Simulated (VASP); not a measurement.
A run of VASP 6.6.1 is set up as follows.

INCAR

```
SYSTEM = Cu
ALGO = Normal
EDIFF = 1E-6
ENCUT = 520
GGA = CA
ISIF = 2
ISMEAR = -1
LASPH = .True.
LCHARG = .True.
LELF = .True.
LREAL = .False.
LVHAR = .True.
LWAVE = .False.
NBANDS = 12
NELM = 60
PREC = Accurate
SIGMA = 0.08
```

KPOINTS

```
k-points
0
Gamma
  19 19 19
  0 0 0
```

The input POSCAR:

```
Cu
1.0
   -1.2111189581      1.2111189581      1.2111189581
    1.2111189581     -1.2111189581      1.2111189581
    1.2111189581      1.2111189581     -1.2111189581
Cu
1
Direct
    0.0000000000      0.0000000000      0.0000000000
```

Potentials or basis: VASP PAW LDA potentials, release 64 (Cu).

Run with:

```console
$ cat potpaw_LDA.64/Cu/POTCAR > POTCAR
$ mpirun -np 1 vasp_std > vasp.out
```

**Question.** Predict the pressure.

**Answer.** 234.2 GPa.
